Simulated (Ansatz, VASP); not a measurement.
**BiTe2As in VASP and in Ansatz**

```
Bi Te As
1.0
     2.17283    1.25449    7.35801
    -2.17283    1.25449    7.35801
     0.00000   -2.50897    7.35801
Bi Te As
1 2 1
Direct
  0.00000 0.00000 0.00000
  0.24232 0.24232 0.24232
  0.75768 0.75768 0.75768
  0.50000 0.50000 0.50000
```

Alike in both runs: functional PBE; k mesh 12 × 12 × 12; occupations gaussian, width 0.1 eV; no spin polarisation.

Ansatz relaxed the structure, and its values are those at the end. VASP's run is a single point on that final structure, the one shown.

|  | VASP | Ansatz |
| --- | --- | --- |
| version | VASP 6.6.1 | Ansatz 0.2.0 |
| potentials or method | VASP PAW PBE potentials, release 64 (Bi_d, Te, As), cutoff 500 eV | scalar-relativistic, plane waves, PAW |
| valence electrons in the cell | 32 | 62 |

```tsv
	VASP	Ansatz	Ansatz less VASP
gap on the k mesh at the Fermi level (eV)	none	none	-
pressure (GPa)	0.0	0.0	+0.03
```

A gap of «none» marks a metal or a gap that the smearing closes. VASP's potentials hold 32 valence electrons a cell and Ansatz's 62, so a difference there can come from the potentials and not from the codes.

Neither program's run includes spin-orbit coupling.
